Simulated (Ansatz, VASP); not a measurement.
**TaIn2: VASP beside Ansatz**

```xyz
3
Lattice="5.0182 0.0000 0.0000 -2.5091 4.3459 0.0000 0.0000 0.0000 2.8814" Properties=species:S:1:pos:R:3 pbc="T T T"
Ta    0.0000    0.0000    0.0000
In    0.0000    2.8972    1.4407
In    2.5091    1.4486    1.4407
```

Alike in both runs: functional PBE; k mesh 12 × 12 × 16; occupations gaussian, width 0.1 eV; no spin polarisation.

Ansatz relaxed the structure, and its values are those at the end. VASP's run is a single point on that final structure, the one shown.

```csv
,VASP,Ansatz
version,VASP 6.6.1,Ansatz 0.2.0
potentials or method,"VASP PAW PBE potentials, release 64 (Ta_pv, In_d), cutoff 520 eV","scalar-relativistic, plane waves, PAW"
valence electrons in the cell,37,39
```

|  | VASP | Ansatz | Ansatz less VASP |
| --- | --- | --- | --- |
| gap on the k mesh at the Fermi level (eV) | none | none | - |
| pressure (GPa) | 0.0 | 0.0 | -0.04 |

A gap of «none» marks a metal or a gap that the smearing closes. VASP's potentials hold 37 valence electrons a cell and Ansatz's 39, so a difference there can come from the potentials and not from the codes.

Neither program's run includes spin-orbit coupling.
